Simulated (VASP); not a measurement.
Crystal: Ti2Tl.

```xyz
3
Lattice="1.7915 1.0343 5.4107 -1.7915 1.0343 5.4107 0.0000 -2.0686 5.4107" Properties=species:S:1:pos:R:3 pbc="T T T"
Ti    0.0000    0.0000   12.1742
Ti    0.0000    0.0000    4.0581
Tl    0.0000    0.0000    0.0000
```

- Program: VASP 6.6.1
- Task: relaxation of cell and atoms
- Functional: PBE
- Potentials or basis: VASP PAW PBE potentials, release 64 (Ti_sv, Tl_d)
- Cutoff: 600 eV
- k mesh: 6 × 6 × 6
- Occupations: gaussian, width 0.1 eV
- Spin: no spin polarisation

At the start: pressure 29.1 GPa; volume 20.05 Å³/atom.

How do energy, volume and symmetry change on relaxing?

Over 32 steps the energy falls by 1353.8 meV/atom and the volume is 19.97 Å³/atom (-0.4 %); space group R-3m (No. 166, to 0.1 Å) before and after.

Step by step:
| step | energy change (eV) | largest force (eV/Å) | pressure (GPa) | volume (Å³) |
| --- | --- | --- | --- | --- |
| 1 | 0.0000 | 4.8835 | 29.06 | 60.16 |
| 2 | -0.5412 | 0.2674 | -12.50 | 97.57 |
| 3 | -1.6544 | 1.3528 | -4.45 | 76.51 |
| 4 | -1.6593 | 1.4430 | -3.67 | 75.68 |
| 5 | -1.6597 | 1.5011 | -3.17 | 75.17 |
| 6 | -1.9565 | 1.5142 | -2.40 | 71.90 |
| 7 | -2.3346 | 0.6199 | 4.85 | 62.45 |
| 8 | -2.3924 | 0.4025 | -0.65 | 65.97 |
| 9 | -2.4116 | 0.0798 | 0.83 | 64.75 |
| 10 | -2.4462 | 0.0164 | -0.10 | 65.59 |
| 11 | -2.5560 | 0.3186 | -2.93 | 67.98 |
| 12 | -2.5729 | 1.1930 | -7.46 | 72.20 |
| 13 | -2.6009 | 0.8476 | -5.71 | 70.36 |
| 14 | -2.6050 | 0.8699 | -5.77 | 70.41 |
| 15 | -2.6169 | 0.9370 | -5.98 | 70.54 |
| 16 | -2.6392 | 1.0632 | -6.44 | 70.79 |
| 17 | -2.6763 | 1.2924 | -7.16 | 71.21 |
| 18 | -2.7119 | 1.6263 | -8.23 | 71.71 |
| 19 | -2.8029 | 1.7232 | -7.93 | 70.73 |
| 20 | -3.0691 | 1.9904 | -6.58 | 67.58 |
| 21 | -3.2210 | 1.5155 | 0.74 | 60.41 |
| 22 | -3.2581 | 1.8514 | -3.87 | 64.15 |
| 23 | -3.2955 | 1.6859 | -2.16 | 62.61 |
| 24 | -3.3730 | 1.7107 | -2.00 | 62.18 |
| 25 | -3.6100 | 1.7956 | -1.18 | 60.87 |
| 26 | -3.9493 | 1.0034 | 2.43 | 58.20 |
| 27 | -3.9437 | 0.2646 | 4.97 | 57.14 |
| 28 | -3.9601 | 0.6814 | 3.58 | 57.68 |
| 29 | -4.0405 | 0.0946 | 0.19 | 59.78 |
| 30 | -4.0412 | 0.1786 | -0.09 | 60.02 |
| 31 | -4.0597 | 0.0190 | -0.23 | 59.94 |
| 32 | -4.0613 | 0.0379 | -0.27 | 59.91 |

Final structure:
```yaml
crystal:
  lattice:
    - [1.55541, 0.89802, 7.14865]
    - [-1.55541, 0.89802, 7.14865]
    - [0.00000, -1.79603, 7.14865]
  atoms:
    - { symbol: Ti, position: [0.78335, 0.78335, 0.78335] }
    - { symbol: Ti, position: [0.21665, 0.21665, 0.21665] }
    - { symbol: Tl, position: [0.00000, 0.00000, 0.00000] }
```

Caveat: a cell axis changed by over 15 % at a fixed basis, so the end point is rough.
